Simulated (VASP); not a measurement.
A run of VASP 6.6.1 is set up as follows.

File INCAR:

```
PREC = Accurate ; ENCUT = 520
EDIFF = 1E-7 ; ISMEAR = -1
SIGMA = 0.1 ; LREAL = False
LASPH = True ; NELM = 100
ALGO = Normal ; ISIF = 2
LWAVE = False ; LCHARG = False
GGA = PE ; NBANDS = 38
```

The input KPOINTS:

```
Automatic mesh
0
Gamma
  12 12 3
```

The input POSCAR:

```
Bi
1.0
    3.3781245816      0.0000000000      0.0000000000
   -1.6890622908      2.9255417048      0.0000000000
    0.0000000000      0.0000000000     11.2973854172
Bi
4
Direct
    1.0000000000      0.0000000000      0.0000000000
    0.0000000000      0.0000000000      0.5000000000
    0.3333333333      0.6666666667      0.2500000000
    0.6666666667      0.3333333333      0.7500000000
```

Potentials or basis: VASP PAW PBE potentials, release 64 (Bi_d).

The run is started by

```sh
$ cat potpaw_PBE.64/Bi_d/POTCAR > POTCAR
$ mpirun -np 1 vasp_std > vasp.out
```

**Question.** Estimate the pressure.

**Answer.** 8.7 GPa.

**Question.** Estimate the band gap on the k mesh.

**Answer.** Zero (bands 30 and 31 overlap by 7.13 eV).

Stress tensor (GPa, compression positive):
```
8.82 0.00 0.00
0.00 8.82 0.00
0.00 0.00 8.50
```

Caveat: the cell stands under pressure; spin-orbit coupling is left out, which moves the levels of the heavy elements.
